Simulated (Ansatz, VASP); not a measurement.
Two plane-wave programs on Te

The input POSCAR:

```
Te
1.0
    4.6013525200      0.0000000000      0.0000000000
   -2.3006762600      3.9848881700      0.0000000000
    0.0000000000      0.0000000000      5.9000620000
Te
3
Direct
    0.2566971700      0.0000000000      0.3333333300
    0.0000000000      0.2566971700      0.6666666700
    0.7433028300      0.7433028300      0.0000000000
```

File INCAR.step1:

```
SYSTEM = Te
PREC = Accurate
ENCUT = 550
ISMEAR = 0
SIGMA = 0.1
LREAL = .False.
LASPH = .True.
NELM = 120
NBANDS = 16
GGA = PE
ALGO = Normal
EDIFF = 1E-5
LWAVE = .True.
LCHARG = .False.
GGA_COMPAT = .False.
```

The input INCAR.step2:

```
SYSTEM = Te
PREC = Accurate
ENCUT = 550
EDIFF = 1E-6
ISMEAR = 0
SIGMA = 0.1
LREAL = .False.
LASPH = .True.
NELM = 120
ALGO = Normal
ISIF = 2
LWAVE = .False.
LCHARG = .False.
METAGGA = R2SCAN
LMIXTAU = .True.
NBANDS = 16
ISTART = 1
GGA_COMPAT = .False.
```

KPOINTS

```
regular mesh
0
Gamma
  6 6 4
  0 0 0
```

Input for Ansatz:

```yaml
crystal:
  lattice:
    - [4.60135252, 0.0, 0.0]
    - [-2.30067626, 3.98488817, 0.0]
    - [0.0, 0.0, 5.900062]
  atoms:
    - { symbol: Te, position: [0.25669717, 0.0, 0.33333333] }
    - { symbol: Te, position: [0.0, 0.25669717, 0.66666667] }
    - { symbol: Te, position: [0.74330283, 0.74330283, 0.0] }
basis:
  ecutwfc: 500
kpoints:
  mp_grid: { grid: [6, 6, 4] }
hamiltonian:
  xc: r2scan
  pseudopotentials: { kind: paw, azcp: { folder: soft_1 } }
scf:
  occupations: { method: gaussian, width: 0.1 }
output:
  forces: true
  stress: true
  eigenvalues: true
```

Alike in both runs: task single point; functional r2SCAN; k mesh 6 × 6 × 4; occupations gaussian, width 0.1 eV; no spin polarisation.

|  | VASP | Ansatz |
| --- | --- | --- |
| version | VASP 6.6.1 | Ansatz 0.2.0 |
| potentials or method | VASP PAW PBE potentials, release 64 (Te), cutoff 550 eV | scalar-relativistic, plane waves, PAW |
| valence electrons in the cell | 18 | 48 |

```tsv
	VASP	Ansatz	Ansatz less VASP
gap on the k mesh at the Fermi level (eV)	0.54	0.57	+0.027
least direct gap on the mesh (eV)	0.54	0.57	+0.027
pressure (GPa)	0.0	0.0	-0.02
rms of the force components (eV/Å)	0.017	0.032	+0.0150
```

VASP's potentials were made for PBE, not for r2SCAN. Atom by atom the forces differ by 0.015 eV/Å (rms over components). The functional is the same, so the differences come from potentials, cutoffs and numerics. VASP's potentials hold 18 valence electrons a cell and Ansatz's 48, so a difference there can come from the potentials and not from the codes.

Spin-orbit coupling is off throughout.
